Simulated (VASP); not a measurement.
# SiBi2Te5 (P-3m1) in VASP: relaxation of shape and atoms at fixed volume with PBE

Aim: the relaxation of shape and atoms at fixed volume of SiBi2Te5 with PBE.

All numbers are computed with VASP 6.6.1; they aren't measurements. Logs are shortened: lines on timing, memory, paths and dates and some standing lists are left out, and cuts for length are marked.

### 1 The cell of the first run

It takes space group P-3m1 (No. 164, trigonal). The conventional cell has a = 4.118 Å, b = 4.118 Å, c = 16.779 Å, α = 90.00°, β = 90.00°, γ = 120.00°. Within 3.7 Å of Si (site symmetry -3m) lie 6 Te at 2.80 Å. Within 4.2 Å of Bi (site symmetry 3m) lie 6 Te at 3.01 to 3.21 Å and 6 Bi at 4.12 Å. Te (site symmetry 3m) has 3 Si at 2.80 Å and 6 Te at 3.76 to 3.78 Å within 3.8 Å. Te (site symmetry 3m) has 3 Bi at 3.01 Å and 9 Te at 3.76 to 4.12 Å within 4.2 Å. Te (site symmetry -3m) has 6 Bi at 3.21 Å and 6 Te at 4.12 Å within 4.2 Å.

### 2 Relaxation of shape and atoms at fixed volume, PBE (30.80 Å³/atom)

INCAR

```
SYSTEM = SiBi2Te5
PREC = Accurate
ENCUT = 500
EDIFF = 1E-7
ISMEAR = 0
SIGMA = 0.1
LREAL = .FALSE.
LASPH = .TRUE.
NELM = 120
ALGO = Normal
ISIF = 4
LWAVE = .FALSE.
LCHARG = .FALSE.
GGA = PE
IBRION = 2
NSW = 50
EDIFFG = -0.01
GGA_COMPAT = .FALSE.
NELMIN = 4
```

KPOINTS

```
Automatic mesh
0
G
  12 12 2
  0 0 0
```

POSCAR

```
SiBi2Te5
1.0
    4.1180107881      0.0000000000      0.0000000000
   -2.0590053941      3.5663019556      0.0000000000
    0.0000000000      0.0000000000     16.7788675250
Si Bi Te
1 2 5
Direct
    0.0000000000      0.0000000000      0.5000000000
    0.3333333333      0.6666666667      0.1286569315
    0.6666666667      0.3333333333      0.8713430685
    0.3333333333      0.6666666667      0.4123005717
    0.6666666667      0.3333333333      0.5876994283
    0.6666666667      0.3333333333      0.2388700607
    0.3333333333      0.6666666667      0.7611299393
    0.0000000000      0.0000000000      0.0000000000
```

Potentials or basis: VASP PAW PBE potentials, release 64 (Si, Bi_d, Te).

Launch:

```
$ cat potpaw_PBE.64/Si/POTCAR potpaw_PBE.64/Bi_d/POTCAR potpaw_PBE.64/Te/POTCAR > POTCAR
$ mpirun -np 1 vasp_std > vasp.out
```

OUTCAR:

```text
SYSTEM = SiBi2Te5
   PREC = Accurate
   ENCUT = 500
   EDIFF = 1E-7
   ISMEAR = 0
   LREAL = .FALSE.
   LASPH = .TRUE.
   NELM = 120
   ISIF = 4
   GGA = PE
   IBRION = 2
   NSW = 50
   EDIFFG = -0.01
   NELMIN = 4

 ion  position               nearest neighbor table
   1  0.000  0.000  0.500-   4 2.80   5 2.80   5 2.80   4 2.80   5 2.80   4 2.80
   2  0.333  0.667  0.129-   6 3.01   6 3.01   6 3.01   8 3.21   8 3.21   8 3.21
   3  0.667  0.333  0.871-   7 3.01   7 3.01   7 3.01   8 3.21   8 3.21   8 3.21
   4  0.333  0.667  0.412-   1 2.80   1 2.80   1 2.80
   5  0.667  0.333  0.588-   1 2.80   1 2.80   1 2.80
   6  0.667  0.333  0.239-   2 3.01   2 3.01   2 3.01
   7  0.333  0.667  0.761-   3 3.01   3 3.01   3 3.01
   8  0.000  0.000  0.000-   2 3.21   3 3.21   3 3.21   2 3.21   3 3.21   2 3.21

  LATTYP: Found a hexagonal cell.
 ALAT       =     4.1180107881
 C/A-ratio  =     4.0745079089

  Lattice vectors:

 A1 = (   4.1180107881,   0.0000000000,   0.0000000000)
 A2 = (  -2.0590053941,   3.5663019556,   0.0000000000)
 A3 = (   0.0000000000,   0.0000000000,  16.7788675250)

Analysis of symmetry for initial positions (statically):
=====================================================================
 Subroutine PRICEL returns:
 Original cell was already a primitive cell.

 Routine SETGRP: Setting up the symmetry group for a
 hexagonal supercell.

 Subroutine GETGRP returns: Found 12 space group operations
 (whereof 12 operations were pure point group operations)
 out of a pool of 24 trial point group operations.

The static configuration has the point symmetry D_3d.

Analysis of symmetry for dynamics (positions and initial velocities):
=====================================================================
 Subroutine PRICEL returns:
 Original cell was already a primitive cell.

 Routine SETGRP: Setting up the symmetry group for a
 hexagonal supercell.

 Subroutine GETGRP returns: Found 12 space group operations
 (whereof 12 operations were pure point group operations)
 out of a pool of 24 trial point group operations.

The dynamic configuration has the point symmetry D_3d.

 Subroutine INISYM returns: Found 12 space group operations
 (whereof 12 operations are pure point group operations),
 and found     1 'primitive' translations

----------------------------------------------------------------------------------------

                                     Primitive cell

  volume of cell :     246.4156

  direct lattice vectors                    reciprocal lattice vectors
     4.118010788  0.000000000  0.000000000     0.242835692  0.140201252  0.000000000
    -2.059005394  3.566301956  0.000000000     0.000000000  0.280402504  0.000000000
     0.000000000  0.000000000 16.778867525     0.000000000  0.000000000  0.059598778

  length of vectors
     4.118010788  4.118010788 16.778867525     0.280402504  0.280402504  0.059598778

  position of ions in fractional coordinates (direct lattice)
     0.000000000  0.000000000  0.500000000
     0.333333333  0.666666667  0.128656931
     0.666666667  0.333333333  0.871343069
     0.333333333  0.666666667  0.412300572
     0.666666667  0.333333333  0.587699428
     0.666666667  0.333333333  0.238870061
     0.333333333  0.666666667  0.761129939
     0.000000000  0.000000000  0.000000000

  ion indices of the primitive-cell ions
   primitive index   ion index
                 1           1
                 2           2
                 3           3
                 4           4
                 5           5
                 6           6
                 7           7
                 8           8

----------------------------------------------------------------------------------------

 KPOINTS: Automatic mesh

Automatic generation of k-mesh.
 Grid dimensions read from file:
 generate k-points for:   12   12    2

 Generating k-lattice:

  Cartesian coordinates                     Fractional coordinates (reciprocal lattice)
     0.020236308  0.011683438  0.000000000     0.083333333 -0.000000000  0.000000000
     0.000000000  0.023366875  0.000000000     0.000000000  0.083333333  0.000000000
     0.000000000  0.000000000  0.029799389     0.000000000  0.000000000  0.500000000

  Length of vectors
     0.023366875  0.023366875  0.029799389

  Shift w.r.t. Gamma in fractional coordinates (k-lattice)
     0.000000000  0.000000000  0.000000000

 Subroutine IBZKPT returns following result:
 ===========================================

 Found     38 irreducible k-points:

 Following reciprocal coordinates:
            Coordinates               Weight
  0.000000  0.000000  0.000000      1.000000
  0.083333 -0.000000  0.000000      6.000000
  0.166667  0.000000  0.000000      6.000000
  0.250000  0.000000  0.000000      6.000000
  0.333333  0.000000  0.000000      6.000000
  0.416667 -0.000000  0.000000      6.000000
[... 16 lines left out ...]
  0.250000  0.000000  0.500000      6.000000
  0.333333  0.000000  0.500000      6.000000
 [... further k-points ...]
   k-points           NKPTS =     38   k-points in BZ     NKDIM =     38   number of bands    NBANDS=     38
   number of dos      NEDOS =    301   number of ions     NIONS =      8
   total plane-waves  NPLWV = 113400
   dimension x,y,z NGX =    30 NGY =   30 NGZ =  126
   dimension x,y,z NGXF=    60 NGYF=   60 NGZF=  252
   ions per type =               1   2   5
   NGX,Y,Z   is equivalent  to a cutoff of  12.11, 12.11, 12.48 a.u.
   NGXF,Y,Z  is equivalent  to a cutoff of  24.22, 24.22, 24.97 a.u.
 SYSTEM =  SiBi2Te5
   PREC   = accura    normal or accurate (medium, high low for compatibility)
   ISTART =      0    job   : 0-new  1-cont  2-samecut
   ICHARG =      2    charge: 1-file 2-atom 10-const
   ISPIN  =      1    spin polarized calculation?
   LNONCOLLINEAR =      F non collinear calculations
   LSORBIT =      F    spin-orbit coupling
   LASPH  =      T    aspherical Exc in radial PAW
   ENCUT  =  500.0 eV  36.75 Ry    6.06 a.u.   7.51  7.51 30.59*2*pi/ulx,y,z
   NELM   =    120;   NELMIN=  4; NELMDL= -5     # of ELM steps
   EDIFF  = 0.1E-06   stopping-criterion for ELM
   LREAL  =      F    real-space projection
   EDIFFG = -.1E-01   stopping-criterion for IOM
   NSW    =     50    number of steps for IOM
   IBRION =      2    ionic relax: 0-MD 1-quasi-New 2-CG
   NFREE  =      1    steps in history (QN), initial steepest desc. (CG)
   ISIF   =      4    stress and relaxation
   ISYM   =      2    0-nonsym 1-usesym 2-fastsym
   POTIM  = 0.5000    time-step for ionic-motion
   TEBEG  =    0.0;   TEEND  =   0.0 temperature during run
   PSTRESS=    0.0 pullay stress
   NELECT =      64.0000    total number of electrons
   NUPDOWN=      -1.0000    fix difference up-down
   EMIN   =  10.00;   EMAX   =-10.00  energy-range for DOS
   EFERMI =   0.00;   METHOD = LEGACY
   ISMEAR =     0;   SIGMA  =   0.10  broadening in eV -4-tet -1-fermi 0-gaus
   EFERMI_NEDOS =   21; number of points for ismear=-14 and -15
   IALGO  =     38    algorithm
   IMIX   =      4    mixing-type and parameters
     AMIX     =   0.40;   BMIX     =  1.00
     AMIX_MAG =   1.60;   BMIX_MAG =  1.00
  volume/ion in A,a.u.               =      30.80       207.86
  Fermi-wavevector in a.u.,A,eV,Ry     =   1.044509  1.973835 14.843936  1.090998
  Thomas-Fermi vector in A             =   2.179264
   LORBIT       =      0    0 simple, 1 ext, 2 COOP (PROOUT), +10 PAW based schemes
   GGA     = PE    functional components
   LHFCALC =     F    Hartree Fock is set to
   AEXX    =    0.0000 exact exchange contribution
   IVDW    =     0    specifies the selected vdW correction
   LEPSILON=     F    determine dielectric tensor
   LRPA    =     F    only Hartree local field effects (RPA)
 conjugate gradient relaxation of ions
 non-spin polarized calculation
 Gauss-broadening in eV      SIGMA  =   0.10
  energy-cutoff  :      500.00
  volume of cell :      246.42
 maximum number of plane-waves:      6302
   NGX = 15   NGY = 15   NGZ = 61

--------------------------------------- Ionic step        1  -------------------------------------------

 number of electron      64.0000009 magnetization

 Free energy of the ion-electron system (eV)
  ---------------------------------------------------
  ext. energy  EPLUGINS =         0.00000000
  ---------------------------------------------------
  free energy    TOTEN  =       -29.21399239 eV

  energy without entropy =      -29.20349716  energy(sigma->0) =      -29.20874477

------------------------ aborting loop because EDIFF is reached ----------------------------------------

  FORCE on cell =-STRESS in cart. coord.  units (eV):
  Direction    XX          YY          ZZ          XY          YZ          ZX
  --------------------------------------------------------------------------------------
  -------------------------------------------------------------------------------------
  Total        3.6853320      3.6853320      4.0410478     -0.0000000      0.0000000      0.0000000
  in kB       23.9617740     23.9617740     26.2746135     -0.0000000      0.0000000      0.0000000
  external PRESSURE =      24.7327205 kB  Pullay stress =       0.0000000 kB
[... 107 lines left out ...]
  FREE ENERGIE OF THE ION-ELECTRON SYSTEM (eV)
  ---------------------------------------------------
  free  energy   TOTEN  =       -29.2248644851 eV

  energy  without entropy=      -29.2137361100  energy(sigma->0) =      -29.21930030

[... ionic steps 4 to 9 ...]

--------------------------------------- Ionic step       10  -------------------------------------------

 number of electron      64.0000016 magnetization

------------------------ aborting loop because EDIFF is reached ----------------------------------------
[... 79 lines left out ...]
--------------------------------------- Ionic step       12  -------------------------------------------

 number of electron      64.0000016 magnetization

 Free energy of the ion-electron system (eV)
  ---------------------------------------------------
  ext. energy  EPLUGINS =         0.00000000
  ---------------------------------------------------
  free energy    TOTEN  =       -29.23524187 eV

  energy without entropy =      -29.22302306  energy(sigma->0) =      -29.22913247

 E-fermi :   6.4882     XC(G=0):  -9.4958

 val. band max:        6.4871371750   @ k =   0.4167  -0.0000   0.5000
 cond. band min:       6.5135207696   @ k =   0.5000   0.0000   0.5000
 fundamental gap:      0.0263835946
 Fermi energy:         6.4881931338

 k-point     1 :       0.0000    0.0000    0.0000
  band No.  band energies     occupation
      1     -16.6748      2.00000
      2     -16.6748      2.00000
      3     -16.6740      2.00000
      4     -16.6740      2.00000
      5     -16.6600      2.00000
      6     -16.6584      2.00000
[... 973 lines left out ...]
     37       9.2132      0.00000
     38       9.4814      0.00000

 [... further k-points ...]

------------------------ aborting loop because EDIFF is reached ----------------------------------------

  FORCE on cell =-STRESS in cart. coord.  units (eV):
  Direction    XX          YY          ZZ          XY          YZ          ZX
  --------------------------------------------------------------------------------------
  -------------------------------------------------------------------------------------
  Total        2.5406492      2.5406492      2.5369680     -0.0000000      0.0000000     -0.0000000
  in kB       16.5191254     16.5191254     16.4951903     -0.0000000      0.0000000     -0.0000000
  external PRESSURE =      16.5111470 kB  Pullay stress =       0.0000000 kB
[... 23 lines left out ...]
  FREE ENERGIE OF THE ION-ELECTRON SYSTEM (eV)
  ---------------------------------------------------
  free  energy   TOTEN  =       -29.2352418733 eV

  energy  without entropy=      -29.2230230577  energy(sigma->0) =      -29.22913247

 reached required accuracy - stopping structural energy minimisation
```

Wall time 30 min (1 thread of Intel Xeon 6975P-C (Granite Rapids), shared host); peak memory 0.51 GiB.

Results:

```
Free energy               : -29.2352 eV
Energy gained by relaxing : 2.7 meV/atom
Ionic steps               : 12
Pressure after relaxing   : 1.7 GPa
Band gap on the k mesh    : zero (bands 32 and 33 overlap by 0.80 eV)
```

Step by step:
| step | energy change (eV) | largest force (eV/Å) | pressure (GPa) | volume (Å³) |
| --- | --- | --- | --- | --- |
| 1 | 0.0000 | 0.2771 | 2.47 | 246.42 |
| 2 | -0.0086 | 0.1460 | 2.23 | 246.42 |
| 3 | -0.0109 | 0.1422 | 2.03 | 246.42 |
| 4 | -0.0137 | 0.1051 | 1.97 | 246.42 |
| 5 | -0.0171 | 0.0878 | 1.80 | 246.42 |
| 6 | -0.0192 | 0.0604 | 1.76 | 246.42 |
| 7 | -0.0209 | 0.0156 | 1.68 | 246.42 |
| 8 | -0.0209 | 0.0182 | 1.69 | 246.42 |
| 9 | -0.0212 | 0.0154 | 1.65 | 246.42 |
| 10 | -0.0212 | 0.0166 | 1.64 | 246.42 |
| 11 | -0.0212 | 0.0101 | 1.65 | 246.42 |
| 12 | -0.0212 | 0.0007 | 1.65 | 246.42 |

Final structure:
```
Si Bi Te
1.0
     4.13253    0.00000    0.00000
    -2.06626    3.57888    0.00000
     0.00000    0.00000   16.66118
Si Bi Te
1 2 5
Direct
  0.00000 0.00000 0.50000
  0.33333 0.66667 0.13056
  0.66667 0.33333 0.86944
  0.33333 0.66667 0.41084
  0.66667 0.33333 0.58916
  0.66667 0.33333 0.24384
  0.33333 0.66667 0.75616
  0.00000 0.00000 0.00000
```

Caveat: spin-orbit coupling is left out, which moves the levels of the heavy elements.
